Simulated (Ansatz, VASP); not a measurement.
## BP in VASP and in Ansatz

```
B P
1.0
     0.00000    2.26826    2.26826
     2.26826    0.00000    2.26826
     2.26826    2.26826    0.00000
B P
1 1
Direct
  0.00000 0.00000 0.00000
  0.25000 0.25000 0.25000
```

Alike in both runs: functional r2SCAN; k mesh 10 × 10 × 10; occupations gaussian, width 0.02 eV; no spin polarisation.

Ansatz relaxed the structure, and its values are those at the end. VASP's run is a single point on that final structure, the one shown.

```csv
,VASP,Ansatz
version,VASP 6.6.1,Ansatz 0.2.0
potentials or method,"VASP PAW PBE potentials, release 64 (B, P), cutoff 550 eV","scalar-relativistic, plane waves, PAW"
valence electrons in the cell,8,8
```

Ansatz gave:

| Item | Value |
| --- | --- |
| gap on the k mesh at the Fermi level (eV) | 1.41 |
| least direct gap on the mesh (eV) | 3.60 |
| pressure (GPa) | 0.0 |

Question: Which values does VASP return?

Answer: gap on the k mesh at the Fermi level (eV): 1.45; least direct gap on the mesh (eV): 3.64; pressure (GPa): -0.5.

VASP's potentials were made for PBE, not for r2SCAN.
